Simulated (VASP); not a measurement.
# CoO (Fm-3m) in VASP: further runs

Runs on CoO. Level: PBE+U. Tasks: single point.

Program: VASP 6.6.1. These are calculated values, not measurements. Logs are shortened: lines on timing, memory, paths and dates and some standing lists are left out, and cuts for length are marked.

## Step 1: The cell of the first run

Symmetry: Fm-3m, No. 225, cubic system. The conventional cell has a = 4.326 Å, b = 4.326 Å, c = 4.326 Å, α = 90.00°, β = 90.00°, γ = 90.00°. Within 2.9 Å of Co (site symmetry m-3m) lie 6 O at 2.16 Å. Within 2.9 Å of O (site symmetry m-3m) lie 6 Co at 2.16 Å.

## Step 2: Single point, PBE+U, collinear spin, ferromagnetic start (10.12 Å³/atom)

INCAR

```
SYSTEM = CoO
PREC = Accurate
ENCUT = 700
EDIFF = 1E-6
ISMEAR = 0
SIGMA = 0.05
LREAL = .False.
LASPH = .True.
NELM = 200
ALGO = Normal
ISIF = 2
LWAVE = .False.
LCHARG = .True.
ISPIN = 2
MAGMOM = 2.88 0.24
LORBIT = 11
LMAXMIX = 4
LDAU = .True.
LDAUTYPE = 2
LDAUL = 2 -1
LDAUU = 3.3 0
LDAUJ = 0 0
LDAUPRINT = 1
GGA = PE
LELF = .True.
LVHAR = .True.
NBANDS = 22
GGA_COMPAT = .False.
```

KPOINTS

```
regular mesh
0
Gamma
  10 10 10
  0 0 0
```

POSCAR

```
CoO
1.0
    0.0000000000      2.1628257023      2.1628257023
    2.1628257023      0.0000000000      2.1628257023
    2.1628257023      2.1628257023      0.0000000000
Co O
1 1
Direct
    0.0000000000      0.0000000000      0.0000000000
    0.5000000000      0.5000000000      0.5000000000
```

Potentials or basis: VASP PAW PBE potentials, release 64 (Co_sv, O).

Started as:

```bash
$ cat potpaw_PBE.64/Co_sv/POTCAR potpaw_PBE.64/O/POTCAR > POTCAR
$ mpirun -np 1 vasp_std > vasp.out
```

OUTCAR:

```text
SYSTEM = CoO
   PREC = Accurate
   ENCUT = 700
   EDIFF = 1E-6
   ISMEAR = 0
   LREAL = .False.
   LASPH = .True.
   NELM = 200
   ISIF = 2
   ISPIN = 2
   LORBIT = 11
   GGA = PE

 ion  position               nearest neighbor table
   1  0.000  0.000  0.000-   2 2.16   2 2.16   2 2.16   2 2.16   2 2.16   2 2.16
   2  0.500  0.500  0.500-   1 2.16   1 2.16   1 2.16   1 2.16   1 2.16   1 2.16

  LATTYP: Found a face centered cubic cell.
 ALAT       =     4.3256514046

  Lattice vectors:

 A1 = (   0.0000000000,   2.1628257023,   2.1628257023)
 A2 = (   2.1628257023,   0.0000000000,   2.1628257023)
 A3 = (   2.1628257023,   2.1628257023,   0.0000000000)

Analysis of symmetry for initial positions (statically):
=====================================================================
 Subroutine PRICEL returns:
 Original cell was already a primitive cell.

 Routine SETGRP: Setting up the symmetry group for a
 face centered cubic supercell.

 Subroutine GETGRP returns: Found 48 space group operations
 (whereof 48 operations were pure point group operations)
 out of a pool of 48 trial point group operations.

The static configuration has the point symmetry O_h .

Analysis of symmetry for dynamics (positions and initial velocities):
=====================================================================
 Subroutine PRICEL returns:
 Original cell was already a primitive cell.

 Routine SETGRP: Setting up the symmetry group for a
 face centered cubic supercell.

 Subroutine GETGRP returns: Found 48 space group operations
 (whereof 48 operations were pure point group operations)
 out of a pool of 48 trial point group operations.

The dynamic configuration has the point symmetry O_h .

Analysis of structural, dynamic, and magnetic symmetry:
=====================================================================
 Subroutine PRICEL returns:
 Original cell was already a primitive cell.

[... 173 lines left out ...]
  o =  0.0945  v =  0.0000  0.0000  0.0000  0.0000  0.0000  0.0000 -0.0000 -1.0000 -0.0000  0.0007      0.0000  0.0000  0.0000  0.0000  0.0000  0.0000  0.0000  0.0000  0.0000  0.0000
  o =  0.6064  v =  0.0000  0.0000  0.0000  0.0000  0.0000  0.0000 -0.9904  0.0000  0.1383 -0.0000      0.0000  0.0000  0.0000  0.0000  0.0000  0.0000  0.0000  0.0000  0.0000  0.0000
  o =  0.6064  v =  0.0000  0.0000  0.0000  0.0000  0.0000  0.0000  0.1383 -0.0000  0.9904 -0.0000      0.0000  0.0000  0.0000  0.0000  0.0000  0.0000  0.0000  0.0000  0.0000  0.0000
  o =  0.6064  v =  0.0000  0.0000  0.0000  0.0000  0.0000  1.0000  0.0000  0.0000  0.0000  0.0000      0.0000  0.0000  0.0000  0.0000  0.0000  0.0000  0.0000  0.0000  0.0000  0.0000
  o =  0.9244  v =  1.0000  0.0000  0.0000  0.0000  0.0000  0.0000  0.0000  0.0000  0.0000  0.0000      0.0000  0.0000  0.0000  0.0000  0.0000  0.0000  0.0000  0.0000  0.0000  0.0000
  o =  0.9244  v =  0.0000 -0.3980 -0.0000 -0.9174  0.0000  0.0000  0.0000  0.0000  0.0000  0.0000      0.0000  0.0000  0.0000  0.0000  0.0000  0.0000  0.0000  0.0000  0.0000  0.0000
  o =  0.9244  v =  0.0000 -0.9174 -0.0000  0.3980  0.0000  0.0000  0.0000  0.0000  0.0000  0.0000      0.0000  0.0000  0.0000  0.0000  0.0000  0.0000  0.0000  0.0000  0.0000  0.0000
  o =  0.9532  v =  0.0000 -0.0000 -0.0109  0.0000 -0.9999  0.0000  0.0000  0.0000  0.0000  0.0000      0.0000  0.0000  0.0000  0.0000  0.0000  0.0000  0.0000  0.0000  0.0000  0.0000
  o =  0.9532  v =  0.0000  0.0000 -0.9999  0.0000  0.0109  0.0000  0.0000  0.0000  0.0000  0.0000      0.0000  0.0000  0.0000  0.0000  0.0000  0.0000  0.0000  0.0000  0.0000  0.0000

 number of electron      23.0000010 magnetization       2.9987177

 Free energy of the ion-electron system (eV)
  ---------------------------------------------------
  ext. energy  EPLUGINS =         0.00000000
  ---------------------------------------------------
  free energy    TOTEN  =       -11.03677205 eV

  energy without entropy =      -11.03051221  energy(sigma->0) =      -11.03364213

 E-fermi :   7.9393     XC(G=0): -12.3977

 val. band max:        7.9223039803   @ k =   0.4000   0.2000   0.1000
 cond. band min:       7.9461328631   @ k =   0.4000   0.1000   0.0000
 fundamental gap:      0.0238288828
 Fermi energy:         7.9393102418

 spin component 1

 k-point     1 :       0.0000    0.0000    0.0000
  band No.  band energies     occupation
      1     -88.8119      1.00000
      2     -52.0581      1.00000
      3     -52.0581      1.00000
      4     -52.0581      1.00000
      5     -11.3957      1.00000
      6       3.4373      1.00000
[... 1193 lines left out ...]
     21      37.4692      0.00000
     22      38.7363      0.00000

 [... further k-points ...]

------------------------ aborting loop because EDIFF is reached ----------------------------------------

  FORCE on cell =-STRESS in cart. coord.  units (eV):
  Direction    XX          YY          ZZ          XY          YZ          ZX
  --------------------------------------------------------------------------------------
  -------------------------------------------------------------------------------------
  Total       -1.0962896     -1.0962896     -1.0962896     -0.0000000      0.0000000      0.0000000
  in kB      -86.8043147    -86.8043147    -86.8043147     -0.0000000      0.0000000      0.0000000
  external PRESSURE =     -86.8043147 kB  Pullay stress =       0.0000000 kB

 VOLUME and BASIS-vectors are now :
 -----------------------------------------------------------------------------
  energy-cutoff  :      700.00
  volume of cell :       20.23
      direct lattice vectors                 reciprocal lattice vectors
     0.000000000  2.162825702  2.162825702    -0.231179054  0.231179054  0.231179054
     2.162825702  0.000000000  2.162825702     0.231179054 -0.231179054  0.231179054
     2.162825702  2.162825702  0.000000000     0.231179054  0.231179054 -0.231179054

 POSITION                                       TOTAL-FORCE (eV/Angst)
 -----------------------------------------------------------------------------------
      0.00000      0.00000      0.00000         0.000000      0.000000      0.000000
      2.16283      2.16283      2.16283        -0.000000      0.000000     -0.000000
 -----------------------------------------------------------------------------------
    total drift:                                0.000000      0.000000      0.000000

  FREE ENERGIE OF THE ION-ELECTRON SYSTEM (eV)
  ---------------------------------------------------
  free  energy   TOTEN  =       -11.0367720536 eV

  energy  without entropy=      -11.0305122064  energy(sigma->0) =      -11.03364213

 total charge

# of ion       s       p       d       tot
------------------------------------------
    1        2.139   6.057   6.662  14.859
    2        1.548   3.433   0.000   4.981
--------------------------------------------------
tot          3.687   9.490   6.662  19.839

 magnetization (x)

# of ion       s       p       d       tot
------------------------------------------
    1        0.013   0.010   2.668   2.691
    2        0.024   0.222   0.000   0.246
--------------------------------------------------
tot          0.037   0.232   2.668   2.937
```

OSZICAR:

```text
N       E                     dE             d eps       ncg     rms          rms(c)
DAV:   1     0.272629533425E+03    0.27263E+03   -0.14438E+04  5370   0.285E+03
DAV:   2    -0.221612707565E+00   -0.27285E+03   -0.25832E+03  6176   0.719E+02
DAV:   3    -0.126917115418E+02   -0.12470E+02   -0.12391E+02  5640   0.128E+02
DAV:   4    -0.128131368040E+02   -0.12143E+00   -0.12138E+00  4946   0.113E+01
DAV:   5    -0.128175817063E+02   -0.44449E-02   -0.44448E-02  5800   0.241E+00    0.149E+01
DAV:   6    -0.113762029326E+02    0.14414E+01   -0.17452E+01  6434   0.833E+01    0.239E+01
DAV:   7    -0.109879299567E+02    0.38827E+00   -0.43981E+00  5718   0.503E+01    0.828E+00
DAV:   8    -0.110213977165E+02   -0.33468E-01   -0.19754E-01  5536   0.538E+00    0.492E+00
DAV:   9    -0.110391481344E+02   -0.17750E-01   -0.78959E-02  7290   0.426E+00    0.144E+00
DAV:  10    -0.110362788836E+02    0.28693E-02   -0.20435E-02  6102   0.282E+00    0.277E-01
DAV:  11    -0.110365792636E+02   -0.30038E-03   -0.30936E-03  6766   0.845E-01    0.114E-01
DAV:  12    -0.110366994835E+02   -0.12022E-03   -0.23530E-04  4892   0.152E-01    0.699E-02
DAV:  13    -0.110367722942E+02   -0.72811E-04   -0.86117E-05  5764   0.103E-01    0.232E-02
DAV:  14    -0.110367720536E+02    0.24060E-06   -0.99692E-06  5542   0.399E-02
   1 F= -.11036772E+02 E0= -.11033642E+02  d E =-.625985E-02  mag=     2.9995
```

stdout:

```text
POSCAR found type information on POSCAR CoO
 POSCAR found :  2 types and       2 ions
 scaLAPACK will be used
 LDA part: xc-table for (Slater+PW92), standard interpolation
 POSCAR, INCAR and KPOINTS ok, starting setup
 FFT: planning ... GRIDC
 FFT: planning ... GRID_SOFT
 FFT: planning ... GRID
 WAVECAR not read
 entering main loop
```

It took 2 min on 1 thread of Intel Xeon Platinum 8375C at 2.90GHz (Ice Lake), shared host; peak memory 0.19 GiB.

Results:

* Free energy: -11.0368 eV
* Pressure: -8.7 GPa
* Band gap on the k mesh: zero (filled and empty bands overlap)
* Net moment: 3.00 μB per cell
* Site moments: Co +2.69; O +0.25 μB
* Valence electrons inside the program's atomic spheres: Co 14.86; O 4.98

Eigenvalues of the final occupation matrices:
```
    site  spin  trace               eigenvalues
site 1 d     1   4.68  0.92 0.92 0.92 0.95 0.95
site 1 d     2   2.01  0.09 0.09 0.61 0.61 0.61
```

Caveat: the cell stands under tension; a cell with one magnetic atom can't hold antiferromagnetic order, which such compounds often take. The state reached can hang on the start; a lower one may exist.

## Step 3: Single point, PBE+U, collinear spin, antiferromagnetic start

This run uses another cell than the first one: it holds 4 atoms, not 2.

INCAR

```
PREC = Accurate ; ENCUT = 700
EDIFF = 1E-6 ; ISMEAR = 0
SIGMA = 0.05 ; LREAL = F
LASPH = T ; NELM = 200
ALGO = Normal ; ISIF = 2
LWAVE = F ; LCHARG = F
ISPIN = 2 ; MAGMOM = 3 -3 0 0
LORBIT = 11 ; LMAXMIX = 4
LDAU = T ; LDAUTYPE = 2
LDAUL = 2 -1 ; LDAUU = 3.3 0
LDAUJ = 0 0 ; LDAUPRINT = 1
GGA = PE ; NBANDS = 35
GGA_COMPAT = F
```

KPOINTS

```
regular mesh
0
Gamma
  5 5 3
```

POSCAR

```
CoO
1.0
    0.0000000000      2.1628257023     -2.1628257023
    0.0000000000      2.1628257023      2.1628257023
    4.3256514046      0.0000000000      0.0000000000
Co O
2 2
Direct
    0.0000000000      0.0000000000      0.0000000000
    0.5000000000      0.5000000000      0.5000000000
    0.0000000000      1.0000000000      0.5000000000
    0.5000000000      1.5000000000      1.0000000000
```

Potentials or basis: VASP PAW PBE potentials, release 64 (Co_sv, O).

Started as:

```bash
$ cat potpaw_PBE.64/Co_sv/POTCAR potpaw_PBE.64/O/POTCAR > POTCAR
$ mpirun -np 1 vasp_std > vasp.out
```

OUTCAR:

```text
PREC = Accurate
   ENCUT = 700
   EDIFF = 1E-6
   ISMEAR = 0
   LREAL = F
   LASPH = T
   NELM = 200
   ISIF = 2
   ISPIN = 2
   LORBIT = 11
   GGA = PE

 ion  position               nearest neighbor table
   1  0.000  0.000  0.000-   3 2.16   4 2.16   3 2.16   4 2.16   4 2.16   4 2.16
   2  0.500  0.500  0.500-   3 2.16   4 2.16   4 2.16   3 2.16   3 2.16   3 2.16
   3  0.000  0.000  0.500-   1 2.16   2 2.16   1 2.16   2 2.16   2 2.16   2 2.16
   4  0.500  0.500  0.000-   1 2.16   2 2.16   2 2.16   1 2.16   1 2.16   1 2.16

  LATTYP: Found a simple tetragonal cell.
 ALAT       =     3.0586974412
 C/A-ratio  =     1.4142135624

  Lattice vectors:

 A1 = (   0.0000000000,   2.1628257023,  -2.1628257023)
 A2 = (   0.0000000000,   2.1628257023,   2.1628257023)
 A3 = (   4.3256514046,   0.0000000000,   0.0000000000)

Analysis of symmetry for initial positions (statically):
[... 1202 lines left out ...]

  FORCE on cell =-STRESS in cart. coord.  units (eV):
  Direction    XX          YY          ZZ          XY          YZ          ZX
  --------------------------------------------------------------------------------------
  -------------------------------------------------------------------------------------
  Total        1.5227012     -1.5603997     -1.5603997      0.0000000      0.0000000      0.0000000
  in kB       60.2838122    -61.7762974    -61.7762974      0.0000000      0.0000000      0.0000000
  external PRESSURE =     -21.0895942 kB  Pullay stress =       0.0000000 kB

 VOLUME and BASIS-vectors are now :
 -----------------------------------------------------------------------------
  energy-cutoff  :      700.00
  volume of cell :       40.47
      direct lattice vectors                 reciprocal lattice vectors
     0.000000000  2.162825702 -2.162825702     0.000000000  0.231179054 -0.231179054
     0.000000000  2.162825702  2.162825702     0.000000000  0.231179054  0.231179054
     4.325651405  0.000000000  0.000000000     0.231179054  0.000000000  0.000000000

 POSITION                                       TOTAL-FORCE (eV/Angst)
 -----------------------------------------------------------------------------------
      0.00000      0.00000      0.00000         0.000000     -0.000000     -0.000000
      2.16283      2.16283      0.00000        -0.000000      0.000000     -0.000000
      2.16283      0.00000      0.00000         0.000000     -0.000000     -0.000000
      0.00000      2.16283      0.00000         0.000000     -0.000000      0.000000
 -----------------------------------------------------------------------------------
    total drift:                                0.000000      0.000000      0.000000

  FREE ENERGIE OF THE ION-ELECTRON SYSTEM (eV)
  ---------------------------------------------------
  free  energy   TOTEN  =       -23.1827632023 eV

  energy  without entropy=      -23.1827632023  energy(sigma->0) =      -23.18276320

 total charge

# of ion       s       p       d       tot
------------------------------------------
    1        2.142   6.059   6.676  14.877
    2        2.142   6.059   6.676  14.877
    3        1.547   3.447   0.000   4.994
    4        1.547   3.447   0.000   4.994
--------------------------------------------------
tot          7.377  19.013  13.352  39.741

 magnetization (x)

# of ion       s       p       d       tot
------------------------------------------
    1        0.016   0.012   2.645   2.673
    2       -0.016  -0.012  -2.645  -2.673
    3       -0.009  -0.103   0.000  -0.113
    4        0.009   0.103   0.000   0.113
--------------------------------------------------
tot          0.000   0.000  -0.000  -0.000
```

Run time: 38 s. Hardware: 1 thread of AMD EPYC 9R45 (Zen 5), shared host; peak memory 0.18 GiB.

Results:

- Free energy: -23.1828 eV
- Pressure: -2.1 GPa
- Band gap on the k mesh: 0.60 eV
- Net moment: 0.00 μB per cell
- Site moments: Co +2.67, -2.67; O -0.11, +0.11 μB
- Valence electrons inside the program's atomic spheres: Co 14.88; O 4.99

Stress tensor (GPa, compression positive):
```
 6.03  0.00  0.00
 0.00 -6.18  0.00
 0.00  0.00 -6.18
```

Eigenvalues of the final occupation matrices:
```csv
site,spin,trace,eigenvalues
site 1 d,1,4.68,0.92 0.92 0.93 0.95 0.95
site 1 d,2,2.03,0.03 0.07 0.11 0.91 0.91
site 2 d,1,2.03,0.03 0.07 0.11 0.91 0.91
site 2 d,2,4.68,0.92 0.92 0.93 0.95 0.95
```

Caveat: the k points lie up to 0.48 Å⁻¹ apart; an odd mesh through Γ misses points on the zone boundary, where band edges can lie.

The gap in the log of VASP goes by the Fermi energy; the results here count the filled bands.